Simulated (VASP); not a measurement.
# Rb (I4/mmm) in VASP: a series of runs, part 2 of 2

VASP 6.6.1.

### 4 Single point, PBEsol (strain -0.015 along x and y, +0.030 along z)

The input, INCAR:

```
PREC = Accurate
ENCUT = 520
EDIFF = 1E-7
ISMEAR = 0
SIGMA = 0.15
LREAL = False
LASPH = True
NELM = 60
ALGO = Fast
ISIF = 2
LWAVE = False
LCHARG = False
GGA = PS
NBANDS = 10
```

The input, KPOINTS:

```
Automatic mesh
0
Gamma
  12 12 12
```

The input, POSCAR:

```
Rb
1.0
   -2.7639100000      2.7639100000      2.8901800000
    2.7639100000     -2.7639100000      2.8901800000
    2.7639100000      2.7639100000     -2.8901800000
Rb
1
Direct
    0.0000000000      0.0000000000      0.0000000000
```

Potentials or basis: VASP PAW PBE potentials, release 64 (Rb_sv).

Started as:

```sh
cat potpaw_PBE.64/Rb_sv/POTCAR > POTCAR
mpirun -np 1 vasp_std > vasp.out
```

OUTCAR:

```text
PREC = Accurate
   ENCUT = 520
   EDIFF = 1E-7
   ISMEAR = 0
   LREAL = False
   LASPH = True
   NELM = 60
   ISIF = 2
   GGA = PS

 ion  position               nearest neighbor table
   1  0.000  0.000  0.000-

  LATTYP: Found a body centered tetragonal cell.
 ALAT       =     5.5278200000
 C/A-ratio  =     1.0456852792

  Lattice vectors:

 A1 = (  -2.7639100000,   2.7639100000,   2.8901800000)
 A2 = (   2.7639100000,  -2.7639100000,   2.8901800000)
 A3 = (   2.7639100000,   2.7639100000,  -2.8901800000)

Analysis of symmetry for initial positions (statically):
=====================================================================
 Subroutine PRICEL returns:
 Original cell was already a primitive cell.

 Routine SETGRP: Setting up the symmetry group for a
 body centered tetragonal supercell.

 Subroutine GETGRP returns: Found 16 space group operations
 (whereof 16 operations were pure point group operations)
 out of a pool of 16 trial point group operations.

The static configuration has the point symmetry D_4h.

Analysis of symmetry for dynamics (positions and initial velocities):
=====================================================================
 Subroutine PRICEL returns:
 Original cell was already a primitive cell.

 Routine SETGRP: Setting up the symmetry group for a
 body centered tetragonal supercell.

 Subroutine GETGRP returns: Found 16 space group operations
 (whereof 16 operations were pure point group operations)
 out of a pool of 16 trial point group operations.

The dynamic configuration has the point symmetry D_4h.

 Subroutine INISYM returns: Found 16 space group operations
 (whereof 16 operations are pure point group operations),
 and found     1 'primitive' translations

----------------------------------------------------------------------------------------

                                     Primitive cell

  volume of cell :      88.3146
[... 105 lines left out ...]
   IMIX   =      4    mixing-type and parameters
     AMIX     =   0.40;   BMIX     =  1.00
     AMIX_MAG =   1.60;   BMIX_MAG =  1.00
  volume/ion in A,a.u.               =      88.31       595.98
  Fermi-wavevector in a.u.,A,eV,Ry     =   0.764677  1.445030  7.955750  0.584731
  Thomas-Fermi vector in A             =   1.864631
   LORBIT       =      0    0 simple, 1 ext, 2 COOP (PROOUT), +10 PAW based schemes
   GGA     = PS    functional components
   LHFCALC =     F    Hartree Fock is set to
   AEXX    =    0.0000 exact exchange contribution
   IVDW    =     0    specifies the selected vdW correction
   LEPSILON=     F    determine dielectric tensor
   LRPA    =     F    only Hartree local field effects (RPA)
 non-spin polarized calculation
 RMM-DIIS sequential band-by-band and
 Gauss-broadening in eV      SIGMA  =   0.15
  energy-cutoff  :      520.00
  volume of cell :       88.31
 maximum number of plane-waves:      2414
   NGX = 19   NGY = 19   NGZ = 19

 number of electron       9.0000000 magnetization

 Free energy of the ion-electron system (eV)
  ---------------------------------------------------
  ext. energy  EPLUGINS =         0.00000000
  ---------------------------------------------------
  free energy    TOTEN  =        -1.02871927 eV

  energy without entropy =       -1.01764492  energy(sigma->0) =       -1.02318210

 E-fermi :   0.0074     XC(G=0):  -5.5958

 val. band max:        0.0067234343   @ k =   0.5000   0.3333   0.0833
 cond. band min:       0.0185531074   @ k =   0.5000   0.2500  -0.0000
 fundamental gap:      0.0118296731
 Fermi energy:         0.0074351221

 k-point     1 :       0.0000    0.0000    0.0000
  band No.  band energies     occupation
      1     -28.8280      2.00000
      2     -12.8719      2.00000
      3     -12.8719      2.00000
      4     -12.8717      2.00000
      5      -2.0029      2.00000
      6       3.6520      0.00000
      7       3.6520      0.00000
      8       3.8769      0.00000
      9       4.5278      0.00000
     10       4.8450      0.00000
[... 287 lines left out ...]
 k-point    24 :      -0.4167    0.1667    0.0000
  band No.  band energies     occupation
      1     -28.8239      2.00000
      2     -12.9539      2.00000
      3     -12.9027      2.00000
      4     -12.8802      2.00000
      5      -0.5312      2.00000
      6       1.8463      0.00000
      7       2.4891      0.00000
      8       4.2619      0.00000
      9       4.6673      0.00000
     10       5.2563      0.00000

 [... further k-points ...]
[... 5 lines left out ...]
  --------------------------------------------------------------------------------------
  -------------------------------------------------------------------------------------
  Total       -0.0313761     -0.0313761     -0.0358672      0.0000000      0.0000000      0.0000000
  in kB       -0.5692159     -0.5692159     -0.6506918      0.0000000      0.0000000      0.0000000
  external PRESSURE =      -0.5963745 kB  Pullay stress =       0.0000000 kB

 VOLUME and BASIS-vectors are now :
 -----------------------------------------------------------------------------
  energy-cutoff  :      520.00
  volume of cell :       88.31
      direct lattice vectors                 reciprocal lattice vectors
    -2.763910000  2.763910000  2.890180000     0.000000000  0.180903141  0.172999606
     2.763910000 -2.763910000  2.890180000     0.180903141  0.000000000  0.172999606
     2.763910000  2.763910000 -2.890180000     0.180903141  0.180903141  0.000000000

 POSITION                                       TOTAL-FORCE (eV/Angst)
 -----------------------------------------------------------------------------------
      0.00000      0.00000      0.00000        -0.000000     -0.000000     -0.000000
 -----------------------------------------------------------------------------------
    total drift:                               -0.000000      0.000000      0.000000

  FREE ENERGIE OF THE ION-ELECTRON SYSTEM (eV)
  ---------------------------------------------------
  free  energy   TOTEN  =        -1.0287192731 eV

  energy  without entropy=       -1.0176449193  energy(sigma->0) =       -1.02318210
```

OSZICAR:

```text
N       E                     dE             d eps       ncg     rms          rms(c)
DAV:   1     0.426173340023E+02    0.42617E+02   -0.32877E+03  3260   0.657E+02
DAV:   2     0.178010179350E+01   -0.40837E+02   -0.39927E+02  3644   0.124E+02
DAV:   3    -0.922173269417E+00   -0.27023E+01   -0.26940E+01  4310   0.324E+01
DAV:   4    -0.102662269594E+01   -0.10445E+00   -0.10421E+00  4642   0.556E+00
DAV:   5    -0.102881294092E+01   -0.21902E-02   -0.21898E-02  4376   0.670E-01    0.116E+00
RMM:   6    -0.102834952363E+01    0.46342E-03   -0.16557E-03  3867   0.255E-01    0.712E-01
RMM:   7    -0.102863811771E+01   -0.28859E-03   -0.38773E-03  4101   0.372E-01    0.511E-02
RMM:   8    -0.102871252625E+01   -0.74409E-04   -0.22060E-04  4916   0.962E-02    0.816E-03
RMM:   9    -0.102871755343E+01   -0.50272E-05   -0.55013E-05  5531   0.351E-02    0.655E-03
RMM:  10    -0.102871884436E+01   -0.12909E-05   -0.85853E-06  5761   0.159E-02    0.416E-03
RMM:  11    -0.102871903483E+01   -0.19047E-06   -0.37833E-06  5684   0.858E-03    0.962E-04
RMM:  12    -0.102871920104E+01   -0.16621E-06   -0.11078E-06  5147   0.498E-03    0.506E-04
RMM:  13    -0.102871927307E+01   -0.72031E-07   -0.48248E-07  4756   0.312E-03
   1 F= -.10287193E+01 E0= -.10231821E+01  d E =-.110744E-01
```

Run time: 4.7 min. Hardware: 1 thread of AMD EPYC 7R13, shared host; peak memory 0.26 GiB.

Results:

```yaml
Free_energy: -1.0287 eV
Pressure: -0.1 GPa
```

Caveat: the cell differs from its parent crystal (strain -0.015 along x and y, +0.030 along z); the PAW data sets were made with another functional, which shifts forces and pressure a little.

### 5 Single point, PBEsol (strain +0.015 along x and y, -0.030 along z)

The input, INCAR:

```
SYSTEM = Rb
PREC = Accurate
ENCUT = 520
EDIFF = 1E-6
ISMEAR = 0
SIGMA = 0.15
LREAL = .False.
LASPH = .True.
NELM = 80
ALGO = Fast
ISIF = 2
LWAVE = .False.
LCHARG = .True.
GGA = PS
LELF = .True.
LVHAR = .True.
NBANDS = 10
```

The input, KPOINTS:

```
regular mesh
0
Gamma
  12 12 12
  0 0 0
```

The input, POSCAR:

```
Rb
1.0
   -2.8480900000      2.8480900000      2.7218200000
    2.8480900000     -2.8480900000      2.7218200000
    2.8480900000      2.8480900000     -2.7218200000
Rb
1
Direct
    0.0000000000      0.0000000000      0.0000000000
```

Started as:

```sh
cat potpaw_PBE.64/Rb_sv/POTCAR > POTCAR
mpirun -np 1 vasp_std > vasp.out
```

It took 3.9 min on 1 thread of AMD EPYC 7R13, shared host; peak memory 0.26 GiB.

The run converged. Its results:

```yaml
Free_energy: -1.0287 eV
Pressure: -0.1 GPa
```

Levels at points of the mesh, in eV from the Fermi level:
```
           k point  band 1  band 2  band 3  band 4  band 5  band 6  band 7  band 8  band 9  band 10
(0.00, 0.00, 0.00)  -28.84  -12.88  -12.88  -12.88   -2.01    3.56    3.80    3.80    4.51     4.85
(0.50, 0.00, 0.00)  -28.83  -12.99  -12.92  -12.88    0.26    0.85    2.52    4.37    5.19     5.41
(0.50, 0.50, 0.00)  -28.83  -12.99  -12.91  -12.88    0.18    0.74    2.77    4.22    5.20     5.40
(0.50, 0.50, 0.50)  -28.83  -12.96  -12.96  -12.95    1.19    1.31    3.18    3.18    3.63     4.97
```

Caveat: the cell differs from its parent crystal (strain +0.015 along x and y, -0.030 along z); the PAW data sets were made with another functional, which shifts forces and pressure a little.

### 6 Summary

```csv
cell,further INCAR settings,gap on the mesh (eV),pressure (GPa)
"a = 4.788 Å, angles 110.7, 110.7, 107.0°, 1 atom",ALGO = Fast; EDIFF = 1e-06; NBANDS = 10,none,0.1
"a = 4.813 Å, angles 111.1, 111.1, 106.2°, 1 atom",ALGO = Fast; EDIFF = 1e-06; NBANDS = 10,none,0.0
"a = 4.861 Å, angles 110.7, 110.7, 107.0°, 1 atom",ALGO = Fast; EDIFF = 1e-07; NBANDS = 10,none,-0.1
"a = 4.861 Å, angles 108.3, 108.3, 111.9°, 1 atom",ALGO = Fast; EDIFF = 1e-06; NBANDS = 10,none,-0.1
```

Alike in all rows: task single point; level PBEsol; potentials or basis VASP PAW PBE potentials, release 64 (Rb_sv); no spin polarisation; k mesh 12 × 12 × 12; cutoff (eV) 520; smearing gaussian 0.15 eV.

Caveats: the PAW data sets were made with another functional, which shifts forces and pressure a little.

Total energies depend on the potentials used, so only differences within one code and one set of settings carry meaning.
